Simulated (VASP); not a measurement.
Input of a VASP 6.6.1 run:

Contents of INCAR:

```
ALGO = Normal ; EDIFF = 1E-7
EDIFFG = -0.005 ; ENCUT = 600
GGA = PE ; GGA_COMPAT = False
IBRION = 2 ; ISIF = 3
ISMEAR = 0 ; ISPIN = 2
KPAR = 4 ; LASPH = True
LCHARG = False ; LMAXMIX = 4
LORBIT = 11 ; LREAL = False
LWAVE = False ; MAGMOM = 0.91 0.91 0 0 0 0
NELM = 200 ; NELMIN = 4
NSW = 100 ; PREC = Accurate
SIGMA = 0.1
```

Contents of KPOINTS:

```
k-points
0
Gamma
  8 8 12
```

The input POSCAR:

```
VO2
1.0
    4.5300000000      0.0000000000      0.0000000000
    0.0000000000      4.5300000000      0.0000000000
    0.0000000000      0.0000000000      2.8690000000
V O
2 4
Direct
    0.0000000000      0.0000000000      0.0000000000
    0.5000000000      0.5000000000      0.5000000000
    0.3050000000      0.3050000000      0.0000000000
    0.1950000000      0.8050000000      0.5000000000
    0.6950000000      0.6950000000      0.0000000000
    0.8050000000      0.1950000000      0.5000000000
```

Potentials or basis: VASP PAW PBE potentials, release 64 (V_sv, O).

The run is started by

```console
$ cat potpaw_PBE.64/V_sv/POTCAR potpaw_PBE.64/O/POTCAR > POTCAR
$ mpirun -np 4 vasp_std > vasp.out
```

Task: Predict the relaxed volume.

Result: 9.97 Å³/atom.

Task: Estimate the space group after relaxing (to 0.05 Å).

Result: P4_2/mnm (No. 136).

Task: Predict the band gap on the k mesh.

Result: Zero (filled and empty bands overlap).

Task: Estimate the net moment.

Result: 2.00 μB per cell.

Forces on the atoms (eV/Å):
```
V    0.000  0.000  0.000
V    0.000  0.000  0.000
O   -0.002 -0.002  0.000
O    0.002 -0.002  0.000
O    0.002  0.002  0.000
O   -0.002  0.002  0.000
```

Caveat: semilocal functionals often make such compounds metallic where correlation or magnetic order opens a gap, which also shifts bond lengths. PBE usually gives volumes a little too large and moduli too small.
